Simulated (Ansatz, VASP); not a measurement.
One calculation of Ta2N, two programs

POSCAR

```
Ta2N
1.0
    3.1128615060      0.0000000000      0.0000000000
   -1.5564307530      2.6958171426      0.0000000000
    0.0000000000      0.0000000000      4.8698410000
Ta N
2 1
Direct
    0.3333333333      0.6666666667      0.2547110000
    0.6666666667      0.3333333333      0.7452890000
    0.0000000000      0.0000000000      0.0000000000
```

File INCAR.step1:

```
PREC = Accurate ; ENCUT = 520
EDIFF = 1E-5 ; ISMEAR = -1
SIGMA = 0.05 ; LREAL = False
LASPH = True ; NELM = 80
ALGO = Normal ; ISIF = 2
LWAVE = True ; LCHARG = False
GGA = PE ; NBANDS = 20
```

File INCAR.step2:

```
PREC = Accurate ; ENCUT = 520
EDIFF = 1E-6 ; ISMEAR = -1
SIGMA = 0.05 ; LREAL = False
LASPH = True ; NELM = 80
ALGO = Normal ; ISIF = 2
LWAVE = False ; LCHARG = False
GGA = PS ; LHFCALC = True
AEXX = 0.25 ; HFSCREEN = 0.207
PRECFOCK = Normal ; ISTART = 1
NBANDS = 20
```

File KPOINTS:

```
regular mesh
0
Gamma
  5 5 3
```

File input:

```
crystal:
  lattice:
    - [3.112861506, 0.0, 0.0]
    - [-1.556430753, 2.6958171426, 0.0]
    - [0.0, 0.0, 4.869841]
  atoms:
    - { symbol: Ta, position: [0.3333333333, 0.6666666667, 0.254711] }
    - { symbol: Ta, position: [0.6666666667, 0.3333333333, 0.745289] }
    - { symbol: "N", position: [0.0, 0.0, 0.0] }
hamiltonian:
  xc:
    exchange: hjs_pbesol
    correlation: pbesol
    exx: { coeff: 0.25, omega: 0.207 }
  pseudopotentials: { kind: paw }
kpoints:
  mp_grid: { grid: [5, 5, 3] }
  band_path:
    path:
      - [[0.0, 0.0, 0.0], [0.5, 0.0, 0.0], [0.3333333333, 0.3333333333, 0.0], [0.0, 0.0, 0.0], [0.0, 0.0, 0.5], [0.5, 0.0, 0.5], [0.3333333333, 0.3333333333, 0.5], [0.0, 0.0, 0.5]]
      - [[0.5, 0.0, 0.5], [0.5, 0.0, 0.0]]
      - [[0.3333333333, 0.3333333333, 0.0], [0.3333333333, 0.3333333333, 0.5]]
    npoints: 4
scf:
  occupations: { method: fermi_dirac, width: 0.05 }
  n_extra_bands: 7
output:
  forces: true
  stress: true
  eigenvalues: true
  fatbands: false
  write_density: true
  write_potential: true
  elf: true
  volumetric_format: npy
```

Alike in both runs: functional PBEsol-based screened hybrid with a share of 0.25 of exact exchange and HFSCREEN = 0.207; k mesh 5 × 5 × 3; occupations fermi-dirac, width 0.05 eV; no spin polarisation.

|  | VASP | Ansatz |
| --- | --- | --- |
| version | VASP 6.6.1 | Ansatz 0.2.0 |
| potentials or method | VASP PAW PBE potentials, release 64 (Ta_pv, N) | Ansatz PAW |
| plane-wave cutoff (eV) | 520 | 420 |
| valence electrons in the cell | 27 | 31 |
| task | single point | band structure |

Ansatz gave:

| Property | Result |
| --- | --- |
| gap on the k mesh at the Fermi level (eV) | none |
| pressure (GPa) | -12.4 |
| traceless stress, the component that is largest in VASP (GPa) | 5.25 |
| rms of the force components (eV/Å) | 0.456 |

Q: Estimate VASP's values.

A: gap on the k mesh at the Fermi level (eV): none; pressure (GPa): -13.1; traceless stress, the component that is largest in VASP (GPa): 4.75; rms of the force components (eV/Å): 0.457.

VASP's potentials were made for PBE, not for PBEsol-based screened hybrid. Atom by atom the forces differ by 0.001 eV/Å (rms over components). A gap of «none» marks a metal or a gap that the smearing closes. With one functional, cell and mesh, what is left measures potentials, basis and numerics. VASP's potentials hold 27 valence electrons a cell and Ansatz's 31, so a difference there can come from the potentials and not from the codes.

The k mesh is coarse, so the values compare programs but aren't converged. Spin-orbit coupling is off throughout.
